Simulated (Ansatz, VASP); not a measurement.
# Mo: VASP beside Ansatz

```
Mo
1.0
     2.66635    0.00000    0.00000
    -1.33318    2.30913    0.00000
     0.00000    0.00000    2.57191
Mo
1
Direct
  0.00000 0.00000 0.50000
```

Change from the starting cell: strain -0.030 along x and y, +0.015 along z, atoms carried along.

Alike in both runs: task single point; functional r2SCAN; k mesh 24 × 24 × 24; occupations gaussian, width 0.15 eV; no spin polarisation.

|  | VASP | Ansatz |
| --- | --- | --- |
| version | VASP 6.6.1 | Ansatz 0.2.0 |
| potentials or method | VASP PAW PBE potentials, release 64 (Mo_sv), cutoff 520 eV | scalar-relativistic, plane waves, PAW |
| valence electrons in the cell | 14 | 14 |

VASP gave:

```
gap on the k mesh at the Fermi level (eV)                     : none
pressure (GPa)                                                : 13.4
traceless stress, the component that is largest in VASP (GPa) : -13.06
```

Question: Which values does Ansatz return?

Answer: gap on the k mesh at the Fermi level (eV): none; pressure (GPa): 12.2; traceless stress, the component that is largest in VASP (GPa): -13.07.

VASP's potentials were made for PBE, not for r2SCAN. A gap of «none» marks a metal or a gap that the smearing closes.
